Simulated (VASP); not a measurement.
# SiGe2 (Fm-3m) in VASP: notebook, part 2 of 2

VASP 6.6.1. The steps go on from the part before.

**3. Relaxation of cell and atoms, PBE**

This run uses another cell than the first one, of 20.00 Å³/atom.

Contents of INCAR:

```
SYSTEM = SiGe2
ALGO = Fast ; EDIFF = 1E-6
EDIFFG = -0.005 ; ENCUT = 600
GGA = PE ; IBRION = 2
ISIF = 3 ; ISMEAR = 0
LASPH = .True. ; LCHARG = .False.
LREAL = .False. ; LWAVE = .False.
NELM = 100 ; NSW = 100
PREC = Accurate ; SIGMA = 0.1
```

Contents of KPOINTS:

```
k-points
0
Gamma
  12 12 12
  0 0 0
```

Contents of POSCAR:

```
SiGe2
1.0
    0.0000000000      3.1071596709      3.1071596709
    3.1071596709      0.0000000000      3.1071596709
    3.1071596709      3.1071596709      0.0000000000
Si Ge
1 2
Direct
    0.0000000000      0.0000000000      0.0000000000
    0.7500000000      0.7500000000      0.7500000000
    0.2500000000      0.2500000000      0.2500000000
```

Potentials or basis: VASP PAW PBE potentials, release 64 (Si, Ge_d).

Started as:

```bash
> cat potpaw_PBE.64/Si/POTCAR potpaw_PBE.64/Ge_d/POTCAR > POTCAR
> mpirun -np 1 vasp_std > vasp.out
```

OUTCAR:

```text
SYSTEM = SiGe2
   EDIFF = 1E-6
   EDIFFG = -0.005
   ENCUT = 600
   GGA = PE
   IBRION = 2
   ISIF = 3
   ISMEAR = 0
   LASPH = .True.
   LREAL = .False.
   NELM = 100
   NSW = 100
   PREC = Accurate

 ion  position               nearest neighbor table
   1  0.000  0.000  0.000-   2 2.69   2 2.69   2 2.69   2 2.69   3 2.69   3 2.69   3 2.69   3 2.69

   2  0.750  0.750  0.750-   1 2.69   1 2.69   1 2.69   1 2.69
   3  0.250  0.250  0.250-   1 2.69   1 2.69   1 2.69   1 2.69

  LATTYP: Found a face centered cubic cell.
 ALAT       =     6.2143193418

  Lattice vectors:

 A1 = (   0.0000000000,   3.1071596709,   3.1071596709)
 A2 = (   3.1071596709,   0.0000000000,   3.1071596709)
 A3 = (   3.1071596709,   3.1071596709,   0.0000000000)

Analysis of symmetry for initial positions (statically):
=====================================================================
 Subroutine PRICEL returns:
 Original cell was already a primitive cell.

 Routine SETGRP: Setting up the symmetry group for a
 face centered cubic supercell.

 Subroutine GETGRP returns: Found 48 space group operations
 (whereof 48 operations were pure point group operations)
 out of a pool of 48 trial point group operations.

The static configuration has the point symmetry O_h .

Analysis of symmetry for dynamics (positions and initial velocities):
=====================================================================
 Subroutine PRICEL returns:
 Original cell was already a primitive cell.

 Routine SETGRP: Setting up the symmetry group for a
 face centered cubic supercell.

 Subroutine GETGRP returns: Found 48 space group operations
 (whereof 48 operations were pure point group operations)
 out of a pool of 48 trial point group operations.

The dynamic configuration has the point symmetry O_h .

 Subroutine INISYM returns: Found 48 space group operations
 (whereof 48 operations are pure point group operations),
 and found     1 'primitive' translations

----------------------------------------------------------------------------------------

                                     Primitive cell

  volume of cell :      59.9958

  direct lattice vectors                    reciprocal lattice vectors
     0.000000000  3.107159671  3.107159671    -0.160918669  0.160918669  0.160918669
     3.107159671  0.000000000  3.107159671     0.160918669 -0.160918669  0.160918669
     3.107159671  3.107159671  0.000000000     0.160918669  0.160918669 -0.160918669

  length of vectors
     4.394187347  4.394187347  4.394187347     0.278719311  0.278719311  0.278719311

[... 107 lines left out ...]
   GGA     = PE    functional components
   LHFCALC =     F    Hartree Fock is set to
   AEXX    =    0.0000 exact exchange contribution
   IVDW    =     0    specifies the selected vdW correction
   LEPSILON=     F    determine dielectric tensor
   LRPA    =     F    only Hartree local field effects (RPA)
 conjugate gradient relaxation of ions
 non-spin polarized calculation
 RMM-DIIS sequential band-by-band and
 Gauss-broadening in eV      SIGMA  =   0.10
  energy-cutoff  :      600.00
  volume of cell :       60.00
 maximum number of plane-waves:      2044
   NGX = 17   NGY = 17   NGZ = 17

--------------------------------------- Ionic step        1  -------------------------------------------

 number of electron      31.9999990 magnetization

 Free energy of the ion-electron system (eV)
  ---------------------------------------------------
  ext. energy  EPLUGINS =         0.00000000
  ---------------------------------------------------
  free energy    TOTEN  =       -13.28961636 eV

  energy without entropy =      -13.28183018  energy(sigma->0) =      -13.28572327

------------------------ aborting loop because EDIFF is reached ----------------------------------------

  FORCE on cell =-STRESS in cart. coord.  units (eV):
  Direction    XX          YY          ZZ          XY          YZ          ZX
  --------------------------------------------------------------------------------------
  -------------------------------------------------------------------------------------
  Total        0.0854835      0.0854835      0.0854835     -0.0000000     -0.0000000     -0.0000000
  in kB        2.2828230      2.2828230      2.2828230     -0.0000000     -0.0000000     -0.0000000
  external PRESSURE =       2.2828230 kB  Pullay stress =       0.0000000 kB

 VOLUME and BASIS-vectors are now :
 -----------------------------------------------------------------------------
  energy-cutoff  :      600.00
  volume of cell :       60.00
      direct lattice vectors                 reciprocal lattice vectors
     0.000000000  3.107159671  3.107159671    -0.160918669  0.160918669  0.160918669
     3.107159671  0.000000000  3.107159671     0.160918669 -0.160918669  0.160918669
     3.107159671  3.107159671  0.000000000     0.160918669  0.160918669 -0.160918669

 POSITION                                       TOTAL-FORCE (eV/Angst)
 -----------------------------------------------------------------------------------
      0.00000      0.00000      0.00000         0.000000      0.000000      0.000000
      4.66074      4.66074      4.66074        -0.000000     -0.000000     -0.000000
      1.55358      1.55358      1.55358         0.000000      0.000000      0.000000
 -----------------------------------------------------------------------------------
    total drift:                                0.000000      0.000000      0.000000

  FREE ENERGIE OF THE ION-ELECTRON SYSTEM (eV)
  ---------------------------------------------------
  free  energy   TOTEN  =       -13.2896163561 eV

  energy  without entropy=      -13.2818301835  energy(sigma->0) =      -13.28572327

--------------------------------------- Ionic step        2  -------------------------------------------

 number of electron      31.9999986 magnetization

 Free energy of the ion-electron system (eV)
  ---------------------------------------------------
  ext. energy  EPLUGINS =         0.00000000
  ---------------------------------------------------
  free energy    TOTEN  =       -13.28973145 eV

  energy without entropy =      -13.28212709  energy(sigma->0) =      -13.28592927

 E-fermi :   6.1902     XC(G=0): -10.3995

 val. band max:        6.1858821895   @ k =   0.4167   0.0833   0.0000
 cond. band min:       6.1938635727   @ k =   0.4167   0.0000   0.0000
 fundamental gap:      0.0079813832
 Fermi energy:         6.1901858417

 k-point     1 :       0.0000    0.0000    0.0000
  band No.  band energies     occupation
      1     -18.5433      2.00000
      2     -18.5433      2.00000
      3     -18.5225      2.00000
      4     -18.5225      2.00000
      5     -18.5225      2.00000
      6     -18.4780      2.00000
[... 541 lines left out ...]
     19       9.6503      0.00000
     20      10.8736      0.00000

 [... further k-points ...]

------------------------ aborting loop because EDIFF is reached ----------------------------------------

  FORCE on cell =-STRESS in cart. coord.  units (eV):
  Direction    XX          YY          ZZ          XY          YZ          ZX
  --------------------------------------------------------------------------------------
  -------------------------------------------------------------------------------------
  Total       -0.0136382     -0.0136382     -0.0136382      0.0000000      0.0000000      0.0000000
  in kB       -0.3627084     -0.3627084     -0.3627084      0.0000000      0.0000000      0.0000000
  external PRESSURE =      -0.3627084 kB  Pullay stress =       0.0000000 kB

 VOLUME and BASIS-vectors are now :
 -----------------------------------------------------------------------------
  energy-cutoff  :      600.00
  volume of cell :       60.24
      direct lattice vectors                 reciprocal lattice vectors
    -0.000000000  3.111430930  3.111430930    -0.160697766  0.160697766  0.160697766
     3.111430930  0.000000000  3.111430930     0.160697766 -0.160697766  0.160697766
     3.111430930  3.111430930 -0.000000000     0.160697766  0.160697766 -0.160697766

 POSITION                                       TOTAL-FORCE (eV/Angst)
 -----------------------------------------------------------------------------------
      0.00000      0.00000      0.00000         0.000000      0.000000      0.000000
      4.66715      4.66715      4.66715        -0.000000     -0.000000     -0.000000
      1.55572      1.55572      1.55572         0.000000     -0.000000      0.000000
 -----------------------------------------------------------------------------------
    total drift:                                0.000000      0.000000      0.000000

  FREE ENERGIE OF THE ION-ELECTRON SYSTEM (eV)
  ---------------------------------------------------
  free  energy   TOTEN  =       -13.2897314477 eV

  energy  without entropy=      -13.2821270890  energy(sigma->0) =      -13.28592927

 reached required accuracy - stopping structural energy minimisation
```

OSZICAR:

```text
N       E                     dE             d eps       ncg     rms          rms(c)
DAV:   1     0.220151327018E+03    0.22015E+03   -0.17778E+04  3060   0.418E+03
DAV:   2     0.182302390813E+02   -0.20192E+03   -0.19555E+03  2884   0.662E+02
DAV:   3    -0.121093640888E+02   -0.30340E+02   -0.29304E+02  3276   0.164E+02
[... 14 lines left out ...]
RMM:   3    -0.132897979036E+02    0.12326E-02   -0.29464E-03  3192   0.737E-01    0.360E-02
RMM:   4    -0.132897294144E+02    0.68489E-04   -0.33045E-04  3379   0.248E-01    0.235E-02
RMM:   5    -0.132897318845E+02   -0.24701E-05   -0.65375E-05  3374   0.709E-02    0.147E-02
RMM:   6    -0.132897309546E+02    0.92991E-06   -0.13612E-05  3159   0.527E-02    0.356E-03
RMM:   7    -0.132897314477E+02   -0.49310E-06   -0.33196E-06  2040   0.181E-02
   2 F= -.13289731E+02 E0= -.13285929E+02  d E =-.115092E-03
```

CONTCAR:

```text
SiGe2
   1.00000000000000
    -0.0000000000000000    3.1114309296207874    3.1114309296207874
     3.1114309296207874    0.0000000000000000    3.1114309296207874
     3.1114309296207874    3.1114309296207874   -0.0000000000000000
  Si              Ge
     1     2
Direct
     0.0000000000000000    0.0000000000000000    0.0000000000000000
     0.7500000000000000    0.7500000000000000    0.7500000000000000
     0.2500000000000000    0.2500000000000000    0.2500000000000000

  0.00000000E+00  0.00000000E+00  0.00000000E+00
  0.00000000E+00  0.00000000E+00  0.00000000E+00
  0.00000000E+00  0.00000000E+00  0.00000000E+00
```

It took 57 s on 1 thread of Intel Xeon 6975P-C (Granite Rapids), shared host; peak memory 0.26 GiB.

What came out:

- Free energy: -13.2897 eV
- Relaxed volume: 20.08 Å³/atom
- Relaxed cell: a = 4.400 Å, b = 4.400 Å, c = 4.400 Å, α = 60.00°, β = 60.00°, γ = 60.00°
- Space group after relaxing (to 0.1 Å): Fm-3m (No. 225)
- Energy gained by relaxing: 0.0 meV/atom
- Ionic steps: 2
- Pressure after relaxing: 0.0 GPa
- Band gap on the k mesh: zero (bands 16 and 17 overlap by 2.09 eV)

Step by step:
| step | energy change (eV) | largest force (eV/Å) | pressure (GPa) | volume (Å³) |
| --- | --- | --- | --- | --- |
| 1 | 0.0000 | 0.0000 | 0.23 | 60.00 |
| 2 | -0.0001 | 0.0000 | -0.04 | 60.24 |

Final structure:
```cif
data_structure
_symmetry_space_group_name_H-M 'P 1'
_symmetry_Int_Tables_number 1
_cell_length_a 4.4002
_cell_length_b 4.4002
_cell_length_c 4.4002
_cell_angle_alpha 60.000
_cell_angle_beta 60.000
_cell_angle_gamma 60.000
_cell_volume 60.24
loop_
_atom_site_label
_atom_site_type_symbol
_atom_site_fract_x
_atom_site_fract_y
_atom_site_fract_z
_atom_site_occupancy
Si1 Si 0.00000 0.00000 0.00000 1
Ge1 Ge 0.75000 0.75000 0.75000 1
Ge2 Ge 0.25000 0.25000 0.25000 1
```

**4. Single point, PBE**

This run uses another cell than the first one, of 16.12 Å³/atom.

Contents of INCAR:

```
SYSTEM = SiGe2
PREC = Accurate ; ENCUT = 520
EDIFF = 1E-6 ; ISMEAR = 0
SIGMA = 0.1 ; LREAL = .FALSE.
LASPH = .TRUE. ; NELM = 100
ALGO = Fast ; ISIF = 2
LWAVE = .FALSE. ; LCHARG = .TRUE.
GGA = PE ; LELF = .TRUE.
LVHAR = .TRUE. ; NBANDS = 23
```

Contents of KPOINTS:

```
regular mesh
0
G
  6 6 6
  0 0 0
```

Contents of POSCAR:

```
SiGe2
1.0
    0.0000000000      2.8914167062      2.8914167062
    2.8914167062      0.0000000000      2.8914167062
    2.8914167062      2.8914167062      0.0000000000
Si Ge
1 2
Direct
    0.0000000000      0.0000000000      0.0000000000
    0.7500000000      0.7500000000      0.7500000000
    0.2500000000      0.2500000000      0.2500000000
```

Potentials or basis: VASP PAW PBE potentials, release 64 (Si, Ge_d).

Started as:

```bash
> cat potpaw_PBE.64/Si/POTCAR potpaw_PBE.64/Ge_d/POTCAR > POTCAR
> mpirun -np 1 vasp_std > vasp.out
```

OUTCAR:

```text
SYSTEM = SiGe2
   PREC = Accurate
   ENCUT = 520
   EDIFF = 1E-6
   ISMEAR = 0
   LREAL = .FALSE.
   LASPH = .TRUE.
   NELM = 100
   ISIF = 2
   GGA = PE

 ion  position               nearest neighbor table
   1  0.000  0.000  0.000-   2 2.50   3 2.50   2 2.50   2 2.50   2 2.50   3 2.50   3 2.50   3 2.50

   2  0.750  0.750  0.750-   1 2.50   1 2.50   1 2.50   1 2.50   3 2.89   3 2.89   3 2.89   3 2.89
                             3 2.89   3 2.89
   3  0.250  0.250  0.250-   1 2.50   1 2.50   1 2.50   1 2.50   2 2.89   2 2.89   2 2.89   2 2.89
                             2 2.89   2 2.89

  LATTYP: Found a face centered cubic cell.
 ALAT       =     5.7828334124

  Lattice vectors:

 A1 = (   0.0000000000,   2.8914167062,   2.8914167062)
 A2 = (   2.8914167062,   0.0000000000,   2.8914167062)
 A3 = (   2.8914167062,   2.8914167062,   0.0000000000)

Analysis of symmetry for initial positions (statically):
=====================================================================
 Subroutine PRICEL returns:
 Original cell was already a primitive cell.

 Routine SETGRP: Setting up the symmetry group for a
 face centered cubic supercell.

[... 159 lines left out ...]

 E-fermi :   8.4732     XC(G=0): -11.4391

 val. band max:        8.3977860601   @ k =  -0.3333   0.1667   0.0000
 cond. band min:       8.5492801893   @ k =   0.1667   0.0000   0.0000
 fundamental gap:      0.1514941292
 Fermi energy:         8.4731869359

 k-point     1 :       0.0000    0.0000    0.0000
  band No.  band energies     occupation
      1     -16.2141      2.00000
      2     -16.2141      2.00000
      3     -16.1768      2.00000
      4     -16.1768      2.00000
      5     -16.1768      2.00000
      6     -16.0796      2.00000
[... 405 lines left out ...]
     22      16.5029      0.00000
     23      18.6103      0.00000

------------------------ aborting loop because EDIFF is reached ----------------------------------------

  FORCE on cell =-STRESS in cart. coord.  units (eV):
  Direction    XX          YY          ZZ          XY          YZ          ZX
  --------------------------------------------------------------------------------------
  -------------------------------------------------------------------------------------
  Total        6.1614193      6.1614193      6.1614193      0.0000000     -0.0000000      0.0000000
  in kB      204.1875656    204.1875656    204.1875656      0.0000000     -0.0000000      0.0000000
  external PRESSURE =     204.1875656 kB  Pullay stress =       0.0000000 kB

 VOLUME and BASIS-vectors are now :
 -----------------------------------------------------------------------------
  energy-cutoff  :      520.00
  volume of cell :       48.35
      direct lattice vectors                 reciprocal lattice vectors
     0.000000000  2.891416706  2.891416706    -0.172925611  0.172925611  0.172925611
     2.891416706  0.000000000  2.891416706     0.172925611 -0.172925611  0.172925611
     2.891416706  2.891416706  0.000000000     0.172925611  0.172925611 -0.172925611

 POSITION                                       TOTAL-FORCE (eV/Angst)
 -----------------------------------------------------------------------------------
      0.00000      0.00000      0.00000        -0.000000      0.000000      0.000000
      4.33713      4.33713      4.33713         0.000000      0.000000     -0.000000
      1.44571      1.44571      1.44571        -0.000000     -0.000000      0.000000
 -----------------------------------------------------------------------------------
    total drift:                               -0.000000      0.000000      0.000000

  FREE ENERGIE OF THE ION-ELECTRON SYSTEM (eV)
  ---------------------------------------------------
  free  energy   TOTEN  =       -12.5968518531 eV

  energy  without entropy=      -12.5896809169  energy(sigma->0) =      -12.59326638
```

stdout:

```text
POSCAR found type information on POSCAR SiGe
 POSCAR found :  2 types and       3 ions
 scaLAPACK will be used
 LDA part: xc-table for (Slater+PW92), standard interpolation
 POSCAR, INCAR and KPOINTS ok, starting setup
 FFT: planning ... GRIDC
 FFT: planning ... GRID_SOFT
 FFT: planning ... GRID
 WAVECAR not read
 entering main loop
```

Run time: 10 s. Hardware: 1 thread of Intel Xeon 6975P-C (Granite Rapids), shared host; peak memory 0.16 GiB.

What came out:

- Free energy: -12.5969 eV
- Pressure: 20.4 GPa
- Band gap on the k mesh: zero (bands 16 and 17 overlap by 2.72 eV)

Caveat: the cell stands under pressure.

**5. Summary**

```csv
task,cell,k mesh,cutoff (eV),gap on the mesh (eV),pressure (GPa)
single point,"a = 4.399 Å, angles 60.0°, 3 atoms",12 × 12 × 12,520,none,-0.1
relaxation of cell and atoms,"relaxed from a = 4.394 Å, angles 60.0°, 3 atoms",12 × 12 × 12,600,none,0.0
single point,"a = 4.089 Å, angles 60.0°, 3 atoms",6 × 6 × 6,520,none,20.4
```

Alike in all rows: level PBE; potentials or basis VASP PAW PBE potentials, release 64 (Si, Ge_d); no spin polarisation; smearing gaussian 0.1 eV.

Caveats: the cell stands under pressure (at least some runs).

Total energies depend on the potentials used, so only differences within one code and one set of settings carry meaning.
